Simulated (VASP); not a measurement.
# Zr3F2 (I4/mmm) in VASP: single point with PBE

Aim: the single point of Zr3F2 with PBE.

Everything below comes from runs of VASP 6.6.1. Logs are shortened: lines on timing, memory, paths and dates and some standing lists are left out, and cuts for length are marked.

## 1. The cell of the first run

The structure is tetragonal, space group I4/mmm (No. 139). The conventional cell has a = 4.800 Å, b = 4.800 Å, c = 7.728 Å, α = 90.00°, β = 90.00°, γ = 90.00°. Zr (site symmetry -4m2) has 4 F at 2.42 Å and 4 Zr at 3.08 Å within 3.2 Å. Zr (site symmetry 4/mmm) has 2 F at 2.22 Å within 2.9 Å. Within 2.9 Å of F (site symmetry 4mm) lie 5 Zr at 2.22 to 2.42 Å.

The cell was built from a structure type or drawn by symmetry, and may not be a known phase.

## 2. Single point, PBE

The input, INCAR:

```
PREC = Accurate
ENCUT = 520
EDIFF = 1E-6
ISMEAR = 0
SIGMA = 0.1
LREAL = False
LASPH = True
NELM = 60
ALGO = Normal
ISIF = 2
LWAVE = False
LCHARG = False
GGA = PE
NBANDS = 33
```

The input, KPOINTS:

```
Automatic mesh
0
Gamma
  12 12 12
```

The input, POSCAR:

```
Zr3F2
1.0
   -2.4002187463      2.4002187463      3.8638148866
    2.4002187463     -2.4002187463      3.8638148866
    2.4002187463      2.4002187463     -3.8638148866
Zr F
3 2
Direct
    0.7500000000      0.2500000000      0.5000000000
    0.2500000000      0.7500000000      0.5000000000
    0.5000000000      0.5000000000      0.0000000000
    0.2122898065      0.2122898065      0.0000000000
    0.7877101935      0.7877101935      0.0000000000
```

Potentials or basis: VASP PAW PBE potentials, release 64 (Zr_sv, F).

On the command line:

```console
$ cat potpaw_PBE.64/Zr_sv/POTCAR potpaw_PBE.64/F/POTCAR > POTCAR
$ mpirun -np 1 vasp_std > vasp.out
```

OUTCAR:

```text
PREC = Accurate
   ENCUT = 520
   EDIFF = 1E-6
   ISMEAR = 0
   LREAL = False
   LASPH = True
   NELM = 60
   ISIF = 2
   GGA = PE

 ion  position               nearest neighbor table
   1  0.750  0.250  0.500-   5 2.42   4 2.42   5 2.42   4 2.42   3 3.08   3 3.08   3 3.08   3 3.08
                             2 3.39   2 3.39   2 3.39   2 3.39   2 3.86   2 3.86
   2  0.250  0.750  0.500-   5 2.42   4 2.42   5 2.42   4 2.42   3 3.08   3 3.08   3 3.08   3 3.08
                             1 3.39   1 3.39   1 3.39   1 3.39   1 3.86   1 3.86
   3  0.500  0.500  0.000-   4 2.22   5 2.22   1 3.08   2 3.08   2 3.08   1 3.08   1 3.08   2 3.08
                             2 3.08   1 3.08
   4  0.212  0.212  0.000-   3 2.22   2 2.42   1 2.42   1 2.42   2 2.42
   5  0.788  0.788  0.000-   3 2.22   2 2.42   1 2.42   1 2.42   2 2.42

  LATTYP: Found a body centered tetragonal cell.
 ALAT       =     4.8004374926
 C/A-ratio  =     1.6097761475

  Lattice vectors:

 A1 = (  -2.4002187463,   2.4002187463,   3.8638148866)
 A2 = (   2.4002187463,  -2.4002187463,   3.8638148866)
 A3 = (   2.4002187463,   2.4002187463,  -3.8638148866)

Analysis of symmetry for initial positions (statically):
=====================================================================
 Subroutine PRICEL returns:
 Original cell was already a primitive cell.

 Routine SETGRP: Setting up the symmetry group for a
 body centered tetragonal supercell.

 Subroutine GETGRP returns: Found 16 space group operations
 (whereof 16 operations were pure point group operations)
 out of a pool of 16 trial point group operations.

The static configuration has the point symmetry D_4h.

Analysis of symmetry for dynamics (positions and initial velocities):
=====================================================================
 Subroutine PRICEL returns:
 Original cell was already a primitive cell.

 Routine SETGRP: Setting up the symmetry group for a
 body centered tetragonal supercell.

 Subroutine GETGRP returns: Found 16 space group operations
 (whereof 16 operations were pure point group operations)
 out of a pool of 16 trial point group operations.

The dynamic configuration has the point symmetry D_4h.

 Subroutine INISYM returns: Found 16 space group operations
 (whereof 16 operations are pure point group operations),
 and found     1 'primitive' translations

----------------------------------------------------------------------------------------

                                     Primitive cell

  volume of cell :      89.0385

  direct lattice vectors                    reciprocal lattice vectors
    -2.400218746  2.400218746  3.863814887     0.000000000  0.208314347  0.129405785
     2.400218746 -2.400218746  3.863814887     0.208314347  0.000000000  0.129405785
     2.400218746  2.400218746 -3.863814887     0.208314347  0.208314347  0.000000000

  length of vectors
     5.143069661  5.143069661  5.143069661     0.245236058  0.245236058  0.294600974

  position of ions in fractional coordinates (direct lattice)
     0.750000000  0.250000000  0.500000000
     0.250000000  0.750000000  0.500000000
     0.500000000  0.500000000  0.000000000
     0.212289807  0.212289807  0.000000000
     0.787710193  0.787710193  0.000000000

  ion indices of the primitive-cell ions
   primitive index   ion index
                 1           1
                 2           2
                 3           3
                 4           4
                 5           5

----------------------------------------------------------------------------------------

 KPOINTS: Automatic mesh

Automatic generation of k-mesh.
 Grid dimensions read from file:
 generate k-points for:   12   12   12

 Generating k-lattice:

  Cartesian coordinates                     Fractional coordinates (reciprocal lattice)
     0.000000000  0.017359529  0.010783815     0.083333333  0.000000000 -0.000000000
     0.017359529  0.000000000  0.010783815     0.000000000  0.083333333 -0.000000000
     0.017359529  0.017359529  0.000000000     0.000000000  0.000000000  0.083333333

  Length of vectors
     0.020436338  0.020436338  0.024550081

  Shift w.r.t. Gamma in fractional coordinates (k-lattice)
     0.000000000  0.000000000  0.000000000

 Subroutine IBZKPT returns following result:
 ===========================================

 Found    163 irreducible k-points:

 Following reciprocal coordinates:
            Coordinates               Weight
  0.000000  0.000000  0.000000      1.000000
  0.083333  0.000000 -0.000000      8.000000
  0.166667  0.000000 -0.000000      8.000000
  0.250000  0.000000 -0.000000      8.000000
  0.333333  0.000000 -0.000000      8.000000
  0.416667 -0.000000  0.000000      8.000000
[... 16 lines left out ...]
  0.500000  0.166667  0.000000     16.000000
 -0.416667  0.166667 -0.000000     16.000000
 [... further k-points ...]
   k-points           NKPTS =    163   k-points in BZ     NKDIM =    163   number of bands    NBANDS=     33
   number of dos      NEDOS =    301   number of ions     NIONS =      5
   total plane-waves  NPLWV =  64000
   dimension x,y,z NGX =    40 NGY =   40 NGZ =   40
   dimension x,y,z NGXF=    80 NGYF=   80 NGZF=   80
   ions per type =               3   2
   NGX,Y,Z   is equivalent  to a cutoff of  12.93, 12.93, 12.93 a.u.
   NGXF,Y,Z  is equivalent  to a cutoff of  25.86, 25.86, 25.86 a.u.
 SYSTEM =  unknown system
   PREC   = accura    normal or accurate (medium, high low for compatibility)
   ISTART =      0    job   : 0-new  1-cont  2-samecut
   ICHARG =      2    charge: 1-file 2-atom 10-const
   ISPIN  =      1    spin polarized calculation?
   LNONCOLLINEAR =      F non collinear calculations
   LSORBIT =      F    spin-orbit coupling
   LASPH  =      T    aspherical Exc in radial PAW
   ENCUT  =  520.0 eV  38.22 Ry    6.18 a.u.   9.56  9.56  9.56*2*pi/ulx,y,z
   NELM   =     60;   NELMIN=  2; NELMDL= -5     # of ELM steps
   EDIFF  = 0.1E-05   stopping-criterion for ELM
   LREAL  =      F    real-space projection
   EDIFFG = 0.1E-04   stopping-criterion for IOM
   NSW    =      0    number of steps for IOM
   IBRION =     -1    ionic relax: 0-MD 1-quasi-New 2-CG
   NFREE  =      0    steps in history (QN), initial steepest desc. (CG)
   ISIF   =      2    stress and relaxation
   ISYM   =      2    0-nonsym 1-usesym 2-fastsym
   POTIM  = 0.5000    time-step for ionic-motion
   TEBEG  =    0.0;   TEEND  =   0.0 temperature during run
   PSTRESS=    0.0 pullay stress
   NELECT =      50.0000    total number of electrons
   NUPDOWN=      -1.0000    fix difference up-down
   EMIN   =  10.00;   EMAX   =-10.00  energy-range for DOS
   EFERMI =   0.00;   METHOD = LEGACY
   ISMEAR =     0;   SIGMA  =   0.10  broadening in eV -4-tet -1-fermi 0-gaus
   EFERMI_NEDOS =   21; number of points for ismear=-14 and -15
   IALGO  =     38    algorithm
   IMIX   =      4    mixing-type and parameters
     AMIX     =   0.40;   BMIX     =  1.00
     AMIX_MAG =   1.60;   BMIX_MAG =  1.00
  volume/ion in A,a.u.               =      17.81       120.17
  Fermi-wavevector in a.u.,A,eV,Ry     =   1.350638  2.552335 24.820048  1.824222
  Thomas-Fermi vector in A             =   2.478126
   LORBIT       =      0    0 simple, 1 ext, 2 COOP (PROOUT), +10 PAW based schemes
   GGA     = PE    functional components
   LHFCALC =     F    Hartree Fock is set to
   AEXX    =    0.0000 exact exchange contribution
   IVDW    =     0    specifies the selected vdW correction
   LEPSILON=     F    determine dielectric tensor
   LRPA    =     F    only Hartree local field effects (RPA)
 non-spin polarized calculation
 Gauss-broadening in eV      SIGMA  =   0.10
  energy-cutoff  :      520.00
  volume of cell :       89.04
 maximum number of plane-waves:      2424
 NGX is ok and might be reduce to    40
   NGX = 19   NGY = 19   NGZ = 19

 number of electron      50.0000000 magnetization

 Free energy of the ion-electron system (eV)
  ---------------------------------------------------
  ext. energy  EPLUGINS =         0.00000000
  ---------------------------------------------------
  free energy    TOTEN  =       -33.79649819 eV

  energy without entropy =      -33.77254516  energy(sigma->0) =      -33.78452168

 E-fermi :   8.1141     XC(G=0): -10.7506

 val. band max:        8.1138644709   @ k =   0.3333   0.2500   0.1667
 cond. band min:       8.1170726546   @ k =  -0.3333   0.0833   0.0000
 fundamental gap:      0.0032081836
 Fermi energy:         8.1141251958

 k-point     1 :       0.0000    0.0000    0.0000
  band No.  band energies     occupation
      1     -41.4640      2.00000
      2     -41.3961      2.00000
      3     -40.4037      2.00000
      4     -19.8640      2.00000
      5     -19.7590      2.00000
      6     -19.7590      2.00000
[... 25 lines left out ...]
     32      11.2182      0.00000
     33      11.8536      0.00000

 k-point     2 :       0.0833    0.0000   -0.0000
  band No.  band energies     occupation
      1     -41.4625      2.00000
      2     -41.3970      2.00000
      3     -40.4043      2.00000
      4     -19.9965      2.00000
      5     -19.7558      2.00000
      6     -19.6421      2.00000
[... 25 lines left out ...]
     32      11.2694      0.00000
     33      11.5623      0.00000

 k-point     3 :       0.1667    0.0000   -0.0000
  band No.  band energies     occupation
      1     -41.4581      2.00000
      2     -41.3997      2.00000
      3     -40.4060      2.00000
      4     -20.1549      2.00000
      5     -19.7464      2.00000
      6     -19.7019      2.00000
[... 25 lines left out ...]
     32      11.2334      0.00000
     33      11.2919      0.00000

 k-point     4 :       0.2500    0.0000   -0.0000
  band No.  band energies     occupation
      1     -41.4514      2.00000
      2     -41.4042      2.00000
      3     -40.4083      2.00000
      4     -20.2876      2.00000
      5     -19.8334      2.00000
      6     -19.7312      2.00000
[... 673 lines left out ...]
     32      10.7939      0.00000
     33      11.5699      0.00000

 k-point    23 :       0.5000    0.1667    0.0000
  band No.  band energies     occupation
      1     -41.4267      2.00000
      2     -41.4232      2.00000
      3     -40.4138      2.00000
      4     -20.5755      2.00000
      5     -20.1895      2.00000
      6     -19.5743      2.00000
[... 25 lines left out ...]
     32      10.8336      0.00000
     33      11.6059      0.00000

 k-point    24 :      -0.4167    0.1667   -0.0000
  band No.  band energies     occupation
      1     -41.4344      2.00000
      2     -41.4167      2.00000
      3     -40.4125      2.00000
      4     -20.5612      2.00000
      5     -20.1547      2.00000
      6     -19.5805      2.00000
[... 25 lines left out ...]
     32      10.7799      0.00000
     33      11.4466      0.00000

 [... further k-points ...]
[... 5 lines left out ...]
  --------------------------------------------------------------------------------------
  -------------------------------------------------------------------------------------
  Total        0.0109392      0.0109392      0.0769998      0.0000000      0.0000000      0.0000000
  in kB        0.1968421      0.1968421      1.3855503      0.0000000      0.0000000      0.0000000
  external PRESSURE =       0.5930782 kB  Pullay stress =       0.0000000 kB

 VOLUME and BASIS-vectors are now :
 -----------------------------------------------------------------------------
  energy-cutoff  :      520.00
  volume of cell :       89.04
      direct lattice vectors                 reciprocal lattice vectors
    -2.400218746  2.400218746  3.863814887     0.000000000  0.208314347  0.129405785
     2.400218746 -2.400218746  3.863814887     0.208314347  0.000000000  0.129405785
     2.400218746  2.400218746 -3.863814887     0.208314347  0.208314347  0.000000000

 POSITION                                       TOTAL-FORCE (eV/Angst)
 -----------------------------------------------------------------------------------
      0.00000      2.40022      1.93191        -0.000000     -0.000000      0.000000
      2.40022      0.00000      1.93191        -0.000000     -0.000000     -0.000000
      0.00000      0.00000      3.86381        -0.000000     -0.000000      0.000000
      0.00000      0.00000      1.64050         0.000000      0.000000     -0.029278
      0.00000      0.00000      6.08713         0.000000      0.000000      0.029278
 -----------------------------------------------------------------------------------
    total drift:                               -0.000000     -0.000000      0.000000

  FREE ENERGIE OF THE ION-ELECTRON SYSTEM (eV)
  ---------------------------------------------------
  free  energy   TOTEN  =       -33.7964981874 eV

  energy  without entropy=      -33.7725451630  energy(sigma->0) =      -33.78452168
```

Wall time 3.3 min (1 thread of Intel Xeon 6975P-C (Granite Rapids), shared host); peak memory 0.5 GiB.

Results:

```yaml
Free_energy: -33.7965 eV
Pressure: 0.1 GPa
Largest_force: 0.029 eV/Å
Band_gap_on_the_k_mesh: zero (bands 25 and 26 overlap by 0.14 eV)
```

Forces on the atoms (eV/Å):
```
Zr   0.000  0.000  0.000
Zr   0.000  0.000  0.000
Zr   0.000  0.000  0.000
F    0.000  0.000 -0.029
F    0.000  0.000  0.029
```

Stress tensor (GPa, compression positive):
```
0.02 0.00 0.00
0.00 0.02 0.00
0.00 0.00 0.14
```

Levels at points of the mesh, in eV from the Fermi level:
```tsv
k point	band 22	band 23	band 24	band 25	band 26	band 27	band 28	band 29
(0.00, 0.00, 0.00)	-2.53	-0.84	-0.84	0.00	0.00	0.01	0.16	1.42
(0.50, 0.00, 0.00)	-1.26	-0.61	-0.58	-0.47	-0.07	0.52	0.95	1.03
(0.50, 0.50, 0.00)	-1.27	-0.34	-0.07	0.02	0.41	0.61	0.75	1.52
(0.50, 0.50, 0.50)	-1.80	-1.49	-1.49	-1.25	-0.07	1.00	1.35	1.35
```
